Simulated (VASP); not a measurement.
# Sn (Im-3m) in VASP: further runs

Runs on Sn. Level: PBEsol. Tasks: single point.

All numbers are computed with VASP 6.6.1; they aren't measurements. Logs are shortened: lines on timing, memory, paths and dates and some standing lists are left out, and cuts for length are marked.

**1. The cell of the first run**

Symmetry: Im-3m, No. 229, cubic system. Conventional cell: a = 3.712 Å, b = 3.712 Å, c = 3.712 Å, α = 90.00°, β = 90.00°, γ = 90.00°. Sn (site symmetry m-3m) has 14 Sn at 3.21 to 3.71 Å within 4.2 Å.

**2. Single point, PBEsol**

INCAR

```
PREC = Accurate
ENCUT = 520
EDIFF = 1E-6
ISMEAR = 1
SIGMA = 0.1
LREAL = False
LASPH = True
NELM = 80
ALGO = Normal
ISIF = 2
LWAVE = False
LCHARG = True
GGA = PS
LELF = True
LVHAR = True
NBANDS = 13
```

KPOINTS

```
Automatic mesh
0
Gamma
  11 11 11
```

POSCAR

```
Sn
1.0
   -1.8559746037      1.8559746037      1.8559746037
    1.8559746037     -1.8559746037      1.8559746037
    1.8559746037      1.8559746037     -1.8559746037
Sn
1
Direct
    0.0000000000      0.0000000000      0.0000000000
```

Potentials or basis: VASP PAW PBE potentials, release 64 (Sn_d).

Run with:

```console
cat potpaw_PBE.64/Sn_d/POTCAR > POTCAR
mpirun -np 1 vasp_std > vasp.out
```

OUTCAR:

```text
PREC = Accurate
   ENCUT = 520
   EDIFF = 1E-6
   ISMEAR = 1
   LREAL = False
   LASPH = True
   NELM = 80
   ISIF = 2
   GGA = PS

 ion  position               nearest neighbor table
   1  0.000  0.000  0.000-

  LATTYP: Found a body centered cubic cell.
 ALAT       =     3.7119492074

  Lattice vectors:

 A1 = (  -1.8559746037,   1.8559746037,   1.8559746037)
 A2 = (   1.8559746037,  -1.8559746037,   1.8559746037)
 A3 = (   1.8559746037,   1.8559746037,  -1.8559746037)

Analysis of symmetry for initial positions (statically):
=====================================================================
 Subroutine PRICEL returns:
 Original cell was already a primitive cell.

 Routine SETGRP: Setting up the symmetry group for a
 body centered cubic supercell.

 Subroutine GETGRP returns: Found 48 space group operations
 (whereof 48 operations were pure point group operations)
 out of a pool of 48 trial point group operations.

The static configuration has the point symmetry O_h .

Analysis of symmetry for dynamics (positions and initial velocities):
=====================================================================
 Subroutine PRICEL returns:
 Original cell was already a primitive cell.

 Routine SETGRP: Setting up the symmetry group for a
 body centered cubic supercell.

 Subroutine GETGRP returns: Found 48 space group operations
 (whereof 48 operations were pure point group operations)
 out of a pool of 48 trial point group operations.

The dynamic configuration has the point symmetry O_h .

 Subroutine INISYM returns: Found 48 space group operations
 (whereof 48 operations are pure point group operations),
 and found     1 'primitive' translations

----------------------------------------------------------------------------------------

                                     Primitive cell

  volume of cell :      25.5727

  direct lattice vectors                    reciprocal lattice vectors
    -1.855974604  1.855974604  1.855974604     0.000000000  0.269400238  0.269400238
     1.855974604 -1.855974604  1.855974604     0.269400238  0.000000000  0.269400238
     1.855974604  1.855974604 -1.855974604     0.269400238  0.269400238  0.000000000

  length of vectors
     3.214642311  3.214642311  3.214642311     0.380989470  0.380989470  0.380989470

  position of ions in fractional coordinates (direct lattice)
     0.000000000  0.000000000  0.000000000

  ion indices of the primitive-cell ions
   primitive index   ion index
                 1           1

----------------------------------------------------------------------------------------

 KPOINTS: Automatic mesh

Automatic generation of k-mesh.
 Grid dimensions read from file:
 generate k-points for:   11   11   11

 Generating k-lattice:

  Cartesian coordinates                     Fractional coordinates (reciprocal lattice)
     0.000000000  0.024490931  0.024490931     0.090909091  0.000000000  0.000000000
     0.024490931  0.000000000  0.024490931     0.000000000  0.090909091  0.000000000
     0.024490931  0.024490931  0.000000000     0.000000000  0.000000000  0.090909091

  Length of vectors
     0.034635406  0.034635406  0.034635406

  Shift w.r.t. Gamma in fractional coordinates (k-lattice)
     0.000000000  0.000000000  0.000000000

 Subroutine IBZKPT returns following result:
 ===========================================

 Found     56 irreducible k-points:

 Following reciprocal coordinates:
            Coordinates               Weight
  0.000000  0.000000  0.000000      1.000000
  0.090909  0.000000  0.000000     12.000000
  0.181818  0.000000  0.000000     12.000000
  0.272727  0.000000  0.000000     12.000000
  0.363636  0.000000  0.000000     12.000000
  0.454545  0.000000  0.000000     12.000000
[... 16 lines left out ...]
  0.272727  0.181818  0.090909     48.000000
  0.363636  0.181818  0.090909     24.000000
 [... further k-points ...]
   k-points           NKPTS =     56   k-points in BZ     NKDIM =     56   number of bands    NBANDS=     13
   number of dos      NEDOS =    301   number of ions     NIONS =      1
   total plane-waves  NPLWV =  13824
   dimension x,y,z NGX =    24 NGY =   24 NGZ =   24
   dimension x,y,z NGXF=    48 NGYF=   48 NGZF=   48
   ions per type =               1
   NGX,Y,Z   is equivalent  to a cutoff of  12.41, 12.41, 12.41 a.u.
   NGXF,Y,Z  is equivalent  to a cutoff of  24.82, 24.82, 24.82 a.u.
 SYSTEM =  unknown system
   PREC   = accura    normal or accurate (medium, high low for compatibility)
   ISTART =      0    job   : 0-new  1-cont  2-samecut
   ICHARG =      2    charge: 1-file 2-atom 10-const
   ISPIN  =      1    spin polarized calculation?
   LNONCOLLINEAR =      F non collinear calculations
   LSORBIT =      F    spin-orbit coupling
   LASPH  =      T    aspherical Exc in radial PAW
   ENCUT  =  520.0 eV  38.22 Ry    6.18 a.u.   5.98  5.98  5.98*2*pi/ulx,y,z
   NELM   =     80;   NELMIN=  2; NELMDL= -5     # of ELM steps
   EDIFF  = 0.1E-05   stopping-criterion for ELM
   LREAL  =      F    real-space projection
   EDIFFG = 0.1E-04   stopping-criterion for IOM
   NSW    =      0    number of steps for IOM
   IBRION =     -1    ionic relax: 0-MD 1-quasi-New 2-CG
   NFREE  =      0    steps in history (QN), initial steepest desc. (CG)
   ISIF   =      2    stress and relaxation
   ISYM   =      2    0-nonsym 1-usesym 2-fastsym
   POTIM  = 0.5000    time-step for ionic-motion
   TEBEG  =    0.0;   TEEND  =   0.0 temperature during run
   PSTRESS=    0.0 pullay stress
   NELECT =      14.0000    total number of electrons
   NUPDOWN=      -1.0000    fix difference up-down
   EMIN   =  10.00;   EMAX   =-10.00  energy-range for DOS
   EFERMI =   0.00;   METHOD = LEGACY
   ISMEAR =     1;   SIGMA  =   0.10  broadening in eV -4-tet -1-fermi 0-gaus
   EFERMI_NEDOS =   21; number of points for ismear=-14 and -15
   IALGO  =     38    algorithm
   IMIX   =      4    mixing-type and parameters
     AMIX     =   0.40;   BMIX     =  1.00
     AMIX_MAG =   1.60;   BMIX_MAG =  1.00
  volume/ion in A,a.u.               =      25.57       172.57
  Fermi-wavevector in a.u.,A,eV,Ry     =   1.339241  2.530799 24.402962  1.793567
  Thomas-Fermi vector in A             =   2.467649
   LORBIT       =      0    0 simple, 1 ext, 2 COOP (PROOUT), +10 PAW based schemes
   GGA     = PS    functional components
   LHFCALC =     F    Hartree Fock is set to
   AEXX    =    0.0000 exact exchange contribution
   IVDW    =     0    specifies the selected vdW correction
   LEPSILON=     F    determine dielectric tensor
   LRPA    =     F    only Hartree local field effects (RPA)
 non-spin polarized calculation
 Methfessel and Paxton  Order N= 1 SIGMA  =   0.10
  energy-cutoff  :      520.00
  volume of cell :       25.57
 maximum number of plane-waves:       703
   NGX = 11   NGY = 11   NGZ = 11

 number of electron      13.9999995 magnetization

 Free energy of the ion-electron system (eV)
  ---------------------------------------------------
  ext. energy  EPLUGINS =         0.00000000
  ---------------------------------------------------
  free energy    TOTEN  =        -4.21816693 eV

  energy without entropy =       -4.21858121  energy(sigma->0) =       -4.21830502

 E-fermi :   8.7297     XC(G=0): -10.7931

 val. band max:        8.6731111969   @ k =  -0.4545   0.4545   0.3636
 cond. band min:       8.7721967078   @ k =  -0.2727   0.4545   0.0909
 fundamental gap:      0.0990855109
 Fermi energy:         8.7296978711

 k-point     1 :       0.0000    0.0000    0.0000
  band No.  band energies     occupation
      1     -12.7899      2.00000
      2     -12.7899      2.00000
      3     -12.7899      2.00000
      4     -12.6221      2.00000
      5     -12.6221      2.00000
      6      -2.8680      2.00000
      7      17.2212      0.00000
      8      17.2212      0.00000
      9      17.2212      0.00000
     10      20.9329      0.00000
     11      20.9329      0.00000
     12      20.9329      0.00000
     13      21.9050      0.00000

 k-point     2 :       0.0909    0.0000    0.0000
  band No.  band energies     occupation
      1     -12.7945      2.00000
      2     -12.7837      2.00000
      3     -12.7690      2.00000
      4     -12.6271      2.00000
      5     -12.6226      2.00000
      6      -2.6782      2.00000
      7      15.6247      0.00000
      8      16.4746      0.00000
      9      16.9349      0.00000
     10      19.5780      0.00000
     11      19.9146      0.00000
     12      20.6577      0.00000
     13      22.5899      0.00000

 k-point     3 :       0.1818    0.0000    0.0000
  band No.  band energies     occupation
      1     -12.8066      2.00000
      2     -12.7699      2.00000
      3     -12.7126      2.00000
      4     -12.6384      2.00000
      5     -12.6240      2.00000
      6      -2.1070      2.00000
      7      12.6194      0.00000
      8      15.1298      0.00000
      9      16.1920      0.00000
     10      18.5123      0.00000
     11      18.8264      0.00000
     12      20.8044      0.00000
     13      23.0663      0.00000

 k-point     4 :       0.2727    0.0000    0.0000
  band No.  band energies     occupation
      1     -12.8226      2.00000
      2     -12.7615      2.00000
      3     -12.6450      2.00000
      4     -12.6375      2.00000
      5     -12.6258      2.00000
      6      -1.1533      2.00000
      7       9.5769     -0.00000
      8      13.9055      0.00000
      9      15.3601      0.00000
     10      17.7581      0.00000
     11      18.0102      0.00000
     12      21.5837      0.00000
     13      23.6215      0.00000

 k-point     5 :       0.3636    0.0000    0.0000
  band No.  band energies     occupation
      1     -12.8372      2.00000
      2     -12.7663      2.00000
      3     -12.6399      2.00000
      4     -12.6273      2.00000
      5     -12.5675      2.00000
      6       0.1695      2.00000
      7       6.8012      2.00000
      8      13.0185      0.00000
      9      14.7159      0.00000
     10      17.2716      0.00000
     11      17.4712      0.00000
     12      22.7684      0.00000
     13      24.2926      0.00000
[... 257 lines left out ...]
 k-point    22 :       0.1818    0.1818    0.0909
  band No.  band energies     occupation
      1     -12.8046      2.00000
      2     -12.7689      2.00000
      3     -12.6378      2.00000
      4     -12.6314      2.00000
      5     -12.5918      2.00000
      6       0.3531      2.00000
      7       8.1379      2.00000
      8      10.0268     -0.00000
      9      11.6576      0.00000
     10      21.5834      0.00000
     11      21.9581      0.00000
     12      23.3850      0.00000
     13      24.6682      0.00000

 k-point    23 :       0.2727    0.1818    0.0909
  band No.  band energies     occupation
      1     -12.8070      2.00000
      2     -12.7437      2.00000
      3     -12.6344      2.00000
      4     -12.6323      2.00000
      5     -12.5865      2.00000
      6       1.7745      2.00000
      7       6.2774      2.00000
      8       8.8498     -0.07074
      9      11.0769      0.00000
     10      21.4797      0.00000
     11      22.9961      0.00000
     12      23.6550      0.00000
     13      25.8424      0.00000

 k-point    24 :       0.3636    0.1818    0.0909
  band No.  band energies     occupation
      1     -12.8083      2.00000
      2     -12.7315      2.00000
      3     -12.6332      2.00000
      4     -12.6289      2.00000
      5     -12.5907      2.00000
      6       2.8636      2.00000
      7       4.9525      2.00000
      8       8.5325      2.01747
      9      10.8888      0.00000
     10      21.3660      0.00000
     11      23.2362      0.00000
     12      24.5749      0.00000
     13      24.9336      0.00000

 [... further k-points ...]

------------------------ aborting loop because EDIFF is reached ----------------------------------------

  FORCE on cell =-STRESS in cart. coord.  units (eV):
  Direction    XX          YY          ZZ          XY          YZ          ZX
  --------------------------------------------------------------------------------------
  -------------------------------------------------------------------------------------
  Total        0.2609394      0.2609394      0.2609394      0.0000000     -0.0000000      0.0000000
  in kB       16.3483597     16.3483597     16.3483597      0.0000000     -0.0000000      0.0000000
  external PRESSURE =      16.3483597 kB  Pullay stress =       0.0000000 kB

 VOLUME and BASIS-vectors are now :
 -----------------------------------------------------------------------------
  energy-cutoff  :      520.00
  volume of cell :       25.57
      direct lattice vectors                 reciprocal lattice vectors
    -1.855974604  1.855974604  1.855974604     0.000000000  0.269400238  0.269400238
     1.855974604 -1.855974604  1.855974604     0.269400238  0.000000000  0.269400238
     1.855974604  1.855974604 -1.855974604     0.269400238  0.269400238  0.000000000

 POSITION                                       TOTAL-FORCE (eV/Angst)
 -----------------------------------------------------------------------------------
      0.00000      0.00000      0.00000         0.000000      0.000000      0.000000
 -----------------------------------------------------------------------------------
    total drift:                               -0.000000      0.000000      0.000000

  FREE ENERGIE OF THE ION-ELECTRON SYSTEM (eV)
  ---------------------------------------------------
  free  energy   TOTEN  =        -4.2181669271 eV

  energy  without entropy=       -4.2185812099  energy(sigma->0) =       -4.21830502
```

Run time: 8.1 s. Hardware: 1 thread of Intel Xeon 6975P-C, shared host; peak memory 0.15 GiB.

What came out:

| Item | Value |
| --- | --- |
| Free energy | -4.2182 eV |
| Pressure | 1.6 GPa |
| Band gap on the k mesh | zero (band 7 reaches 17.22 eV, above the bottom of band 8 at 6.11 eV) |

Levels at points of the mesh, in eV from the Fermi level:
```
           k point  band 3  band 4  band 5  band 6  band 7  band 8  band 9  band 10  band 11  band 12
(0.00, 0.00, 0.00)  -21.52  -21.35  -21.35  -11.60    8.49    8.49    8.49    12.20    12.20    12.20
```

Caveat: the PAW data sets were made with another functional, which shifts forces and pressure a little; spin-orbit coupling is left out, which moves the levels of the heavy elements.

[end of part 1 of 2]
